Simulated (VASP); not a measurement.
# Ti (P6_3/mmc) in VASP: single point with PBE

Aim: the single point of Ti with PBE.

All numbers are computed with VASP 6.6.1; they aren't measurements. Logs are shortened: lines on timing, memory, paths and dates and some standing lists are left out, and cuts for length are marked.

**1. The cell of the first run**

Symmetry: P6_3/mmc, No. 194, hexagonal system. The conventional cell has a = 2.948 Å, b = 2.948 Å, c = 4.663 Å, α = 90.00°, β = 90.00°, γ = 120.00°. Ti (site symmetry -6m2) has 12 Ti at 2.89 to 2.95 Å within 3.8 Å.

**2. Single point, PBE**

INCAR reads:

```
PREC     = Accurate       # precision mode
ENCUT    = 520            # plane-wave cutoff, eV
EDIFF    = 1E-7           # SCF threshold, eV
ISMEAR   = -1             # smearing method
SIGMA    = 0.05           # smearing width, eV
LREAL    = F              # projectors in reciprocal space
LASPH    = T              # aspherical terms in the spheres
NELM     = 60             # most SCF steps
ALGO     = Normal         # electronic algorithm
ISIF     = 2              # what is computed and relaxed
LWAVE    = F              # write WAVECAR
LCHARG   = F              # write CHGCAR
GGA      = PE             # functional
NBANDS   = 19             # bands
```

KPOINTS reads:

```
regular mesh
0
Gamma
  15 15 8
```

POSCAR reads:

```
Ti
1.0
    2.9475973880      0.0000000000      0.0000000000
   -1.4737986940      2.5526942182      0.0000000000
    0.0000000000      0.0000000000      4.6628771284
Ti
2
Direct
    0.3333333333      0.6666666667      0.2500000000
    0.6666666667      0.3333333333      0.7500000000
```

Potentials or basis: VASP PAW PBE potentials, release 64 (Ti_sv).

Command:

```bash
> cat potpaw_PBE.64/Ti_sv/POTCAR > POTCAR
> mpirun -np 1 vasp_std > vasp.out
```

OUTCAR:

```text
PREC = Accurate
   ENCUT = 520
   EDIFF = 1E-7
   ISMEAR = -1
   LREAL = F
   LASPH = T
   NELM = 60
   ISIF = 2
   GGA = PE

 ion  position               nearest neighbor table
   1  0.333  0.667  0.250-   2 2.89   2 2.89   2 2.89   2 2.89   2 2.89   2 2.89
   2  0.667  0.333  0.750-   1 2.89   1 2.89   1 2.89   1 2.89   1 2.89   1 2.89

  LATTYP: Found a hexagonal cell.
 ALAT       =     2.9475973880
 C/A-ratio  =     1.5819247050

  Lattice vectors:

 A1 = (   2.9475973880,   0.0000000000,   0.0000000000)
 A2 = (  -1.4737986940,   2.5526942182,   0.0000000000)
 A3 = (   0.0000000000,   0.0000000000,   4.6628771284)

Analysis of symmetry for initial positions (statically):
=====================================================================
 Subroutine PRICEL returns:
 Original cell was already a primitive cell.

 Routine SETGRP: Setting up the symmetry group for a
 hexagonal supercell.

 Subroutine GETGRP returns: Found 24 space group operations
 (whereof 12 operations were pure point group operations)
 out of a pool of 24 trial point group operations.

The static configuration has the point symmetry D_3d.
 The point group associated with its full space group is D_6h.

Analysis of symmetry for dynamics (positions and initial velocities):
=====================================================================
 Subroutine PRICEL returns:
 Original cell was already a primitive cell.

 Routine SETGRP: Setting up the symmetry group for a
 hexagonal supercell.

 Subroutine GETGRP returns: Found 24 space group operations
 (whereof 12 operations were pure point group operations)
 out of a pool of 24 trial point group operations.

The dynamic configuration has the point symmetry D_3d.
 The point group associated with its full space group is D_6h.

 Subroutine INISYM returns: Found 24 space group operations
 (whereof 12 operations are pure point group operations),
 and found     1 'primitive' translations

----------------------------------------------------------------------------------------

                                     Primitive cell

  volume of cell :      35.0850

  direct lattice vectors                    reciprocal lattice vectors
     2.947597388  0.000000000  0.000000000     0.339259359  0.195871482  0.000000000
    -1.473798694  2.552694218  0.000000000     0.000000000  0.391742964  0.000000000
     0.000000000  0.000000000  4.662877128     0.000000000  0.000000000  0.214459865

  length of vectors
     2.947597388  2.947597388  4.662877128     0.391742964  0.391742964  0.214459865

  position of ions in fractional coordinates (direct lattice)
     0.333333333  0.666666667  0.250000000
     0.666666667  0.333333333  0.750000000

  ion indices of the primitive-cell ions
   primitive index   ion index
                 1           1
                 2           2

----------------------------------------------------------------------------------------

 KPOINTS: regular mesh

Automatic generation of k-mesh.
 Grid dimensions read from file:
 generate k-points for:   15   15    8

 Generating k-lattice:

  Cartesian coordinates                     Fractional coordinates (reciprocal lattice)
     0.022617291  0.013058099  0.000000000     0.066666667  0.000000000  0.000000000
     0.000000000  0.026116198  0.000000000     0.000000000  0.066666667  0.000000000
     0.000000000  0.000000000  0.026807483     0.000000000  0.000000000  0.125000000

  Length of vectors
     0.026116198  0.026116198  0.026807483

  Shift w.r.t. Gamma in fractional coordinates (k-lattice)
     0.000000000  0.000000000  0.000000000

 Subroutine IBZKPT returns following result:
 ===========================================

 Found    135 irreducible k-points:

 Following reciprocal coordinates:
            Coordinates               Weight
  0.000000  0.000000  0.000000      1.000000
  0.066667  0.000000  0.000000      6.000000
  0.133333 -0.000000  0.000000      6.000000
  0.200000 -0.000000  0.000000      6.000000
  0.266667 -0.000000  0.000000      6.000000
  0.333333 -0.000000  0.000000      6.000000
[... 16 lines left out ...]
  0.333333  0.200000  0.000000     12.000000
  0.400000  0.200000  0.000000      6.000000
 [... further k-points ...]
   k-points           NKPTS =    135   k-points in BZ     NKDIM =    135   number of bands    NBANDS=     19
   number of dos      NEDOS =    301   number of ions     NIONS =      2
   total plane-waves  NPLWV =  20736
   dimension x,y,z NGX =    24 NGY =   24 NGZ =   36
   dimension x,y,z NGXF=    48 NGYF=   48 NGZF=   72
   ions per type =               2
   NGX,Y,Z   is equivalent  to a cutoff of  13.54, 13.54, 12.84 a.u.
   NGXF,Y,Z  is equivalent  to a cutoff of  27.07, 27.07, 25.67 a.u.
 SYSTEM =  unknown system
   PREC   = accura    normal or accurate (medium, high low for compatibility)
   ISTART =      0    job   : 0-new  1-cont  2-samecut
   ICHARG =      2    charge: 1-file 2-atom 10-const
   ISPIN  =      1    spin polarized calculation?
   LNONCOLLINEAR =      F non collinear calculations
   LSORBIT =      F    spin-orbit coupling
   LASPH  =      T    aspherical Exc in radial PAW
   ENCUT  =  520.0 eV  38.22 Ry    6.18 a.u.   5.48  5.48  8.67*2*pi/ulx,y,z
   NELM   =     60;   NELMIN=  2; NELMDL= -5     # of ELM steps
   EDIFF  = 0.1E-06   stopping-criterion for ELM
   LREAL  =      F    real-space projection
   EDIFFG = 0.1E-05   stopping-criterion for IOM
   NSW    =      0    number of steps for IOM
   IBRION =     -1    ionic relax: 0-MD 1-quasi-New 2-CG
   NFREE  =      0    steps in history (QN), initial steepest desc. (CG)
   ISIF   =      2    stress and relaxation
   ISYM   =      2    0-nonsym 1-usesym 2-fastsym
   POTIM  = 0.5000    time-step for ionic-motion
   TEBEG  =    0.0;   TEEND  =   0.0 temperature during run
   PSTRESS=    0.0 pullay stress
   NELECT =      24.0000    total number of electrons
   NUPDOWN=      -1.0000    fix difference up-down
   EMIN   =  10.00;   EMAX   =-10.00  energy-range for DOS
   EFERMI =   0.00;   METHOD = LEGACY
   ISMEAR =    -1;   SIGMA  =   0.05  broadening in eV -4-tet -1-fermi 0-gaus
   EFERMI_NEDOS =   21; number of points for ismear=-14 and -15
   IALGO  =     38    algorithm
   IMIX   =      4    mixing-type and parameters
     AMIX     =   0.40;   BMIX     =  1.00
     AMIX_MAG =   1.60;   BMIX_MAG =  1.00
  volume/ion in A,a.u.               =      17.54       118.38
  Fermi-wavevector in a.u.,A,eV,Ry     =   1.442464  2.725861 28.309668  2.080702
  Thomas-Fermi vector in A             =   2.560981
   LORBIT       =      0    0 simple, 1 ext, 2 COOP (PROOUT), +10 PAW based schemes
   GGA     = PE    functional components
   LHFCALC =     F    Hartree Fock is set to
   AEXX    =    0.0000 exact exchange contribution
   IVDW    =     0    specifies the selected vdW correction
   LEPSILON=     F    determine dielectric tensor
   LRPA    =     F    only Hartree local field effects (RPA)
 non-spin polarized calculation
  energy-cutoff  :      520.00
  volume of cell :       35.08
 maximum number of plane-waves:       972
 NGX is ok and might be reduce to    24
   NGX = 11   NGY = 11   NGZ = 17

 number of electron      24.0000003 magnetization

 Free energy of the ion-electron system (eV)
  ---------------------------------------------------
  ext. energy  EPLUGINS =         0.00000000
  ---------------------------------------------------
  free energy    TOTEN  =       -15.67916238 eV

  energy without entropy =      -15.66178423  energy(sigma->0) =      -15.67047330

 E-fermi :   8.2328     XC(G=0): -11.4507

 val. band max:        8.2318591787   @ k =   0.1333  -0.0000   0.0000
 cond. band min:       8.2349178670   @ k =   0.0667   0.0000   0.5000
 fundamental gap:      0.0030586884
 Fermi energy:         8.2328261200

 k-point     1 :       0.0000    0.0000    0.0000
  band No.  band energies     occupation
      1     -48.6483      2.00000
      2     -48.5165      2.00000
      3     -25.2267      2.00000
      4     -24.6017      2.00000
      5     -24.6017      2.00000
      6     -24.5398      2.00000
[... 11 lines left out ...]
     18       9.8290      0.00000
     19      11.3415      0.00000

 k-point     2 :       0.0667    0.0000    0.0000
  band No.  band energies     occupation
      1     -48.6441      2.00000
      2     -48.5148      2.00000
      3     -25.2173      2.00000
      4     -24.6209      2.00000
      5     -24.6081      2.00000
      6     -24.5439      2.00000
[... 11 lines left out ...]
     18       9.7600      0.00000
     19      11.3787      0.00000

 k-point     3 :       0.1333   -0.0000    0.0000
  band No.  band energies     occupation
      1     -48.6321      2.00000
      2     -48.5103      2.00000
      3     -25.1898      2.00000
      4     -24.6757      2.00000
      5     -24.6261      2.00000
      6     -24.5797      2.00000
[... 11 lines left out ...]
     18       9.7913      0.00000
     19      11.4662      0.00000

 k-point     4 :       0.2000   -0.0000    0.0000
  band No.  band energies     occupation
      1     -48.6138      2.00000
      2     -48.5042      2.00000
      3     -25.1468      2.00000
      4     -24.7570      2.00000
      5     -24.6605      2.00000
      6     -24.6517      2.00000
[... 11 lines left out ...]
     18      10.1380      0.00000
     19      11.5629      0.00000

 k-point     5 :       0.2667   -0.0000    0.0000
  band No.  band energies     occupation
      1     -48.5919      2.00000
      2     -48.4980      2.00000
      3     -25.0924      2.00000
      4     -24.8511      2.00000
      5     -24.7505      2.00000
      6     -24.6801      2.00000
[... 11 lines left out ...]
     18      10.5671      0.00000
     19      11.6442      0.00000
[... 334 lines left out ...]
      2     -48.4928      2.00000
      3     -25.0168      2.00000
      4     -24.8921      2.00000
      5     -24.8779      2.00000
      6     -24.7082      2.00000
[... 11 lines left out ...]
     18      11.5375      0.00000
     19      11.5802      0.00000

 k-point    22 :       0.2667    0.2000    0.0000
  band No.  band energies     occupation
      1     -48.5446      2.00000
      2     -48.4920      2.00000
      3     -24.9601      2.00000
      4     -24.9532      2.00000
      5     -24.8977      2.00000
      6     -24.7533      2.00000
[... 11 lines left out ...]
     18      11.5707      0.00000
     19      12.1304      0.00000

 k-point    23 :       0.3333    0.2000    0.0000
  band No.  band energies     occupation
      1     -48.5292      2.00000
      2     -48.4939      2.00000
      3     -24.9946      2.00000
      4     -24.9088      2.00000
      5     -24.8984      2.00000
      6     -24.7976      2.00000
[... 11 lines left out ...]
     18      11.5635      0.00000
     19      12.7310      0.00000

 k-point    24 :       0.4000    0.2000    0.0000
  band No.  band energies     occupation
      1     -48.5224      2.00000
      2     -48.4958      2.00000
      3     -25.0091      2.00000
      4     -24.8932      2.00000
      5     -24.8839      2.00000
      6     -24.8191      2.00000
[... 11 lines left out ...]
     18      11.5608      0.00000
     19      13.1584      0.00000

 [... further k-points ...]
[... 5 lines left out ...]
  --------------------------------------------------------------------------------------
  -------------------------------------------------------------------------------------
  Total       -0.2589655     -0.2589655     -0.2592685      0.0000000     -0.0000000      0.0000000
  in kB      -11.8258275    -11.8258275    -11.8396652      0.0000000     -0.0000000      0.0000000
  external PRESSURE =     -11.8304401 kB  Pullay stress =       0.0000000 kB

 VOLUME and BASIS-vectors are now :
 -----------------------------------------------------------------------------
  energy-cutoff  :      520.00
  volume of cell :       35.08
      direct lattice vectors                 reciprocal lattice vectors
     2.947597388  0.000000000  0.000000000     0.339259359  0.195871482  0.000000000
    -1.473798694  2.552694218  0.000000000     0.000000000  0.391742964  0.000000000
     0.000000000  0.000000000  4.662877128     0.000000000  0.000000000  0.214459865

 POSITION                                       TOTAL-FORCE (eV/Angst)
 -----------------------------------------------------------------------------------
     -0.00000      1.70180      1.16572         0.000000      0.000000      0.000000
      1.47380      0.85090      3.49716        -0.000000     -0.000000      0.000000
 -----------------------------------------------------------------------------------
    total drift:                               -0.000000      0.000000     -0.000000

  FREE ENERGIE OF THE ION-ELECTRON SYSTEM (eV)
  ---------------------------------------------------
  free  energy   TOTEN  =       -15.6791623762 eV

  energy  without entropy=      -15.6617842300  energy(sigma->0) =      -15.67047330
```

It used 50 s of CPU time on 1 thread of Intel Xeon 8259CL, on a shared host.

Results:

```yaml
Free_energy: -15.6792 eV
Pressure: -1.2 GPa
Band_gap_on_the_k_mesh: zero (bands 12 and 13 overlap by 1.00 eV)
```

Levels at points of the mesh, in eV from the Fermi level:
| k point | band 9 | band 10 | band 11 | band 12 | band 13 | band 14 | band 15 | band 16 |
| --- | --- | --- | --- | --- | --- | --- | --- | --- |
| (0.00, 0.00, 0.00) | -6.19 | -2.67 | 0.75 | 0.77 | 0.77 | 0.88 | 1.26 | 1.26 |
| (0.00, 0.00, 0.50) | -4.34 | -4.34 | 0.09 | 0.09 | 0.67 | 0.67 | 0.67 | 0.67 |
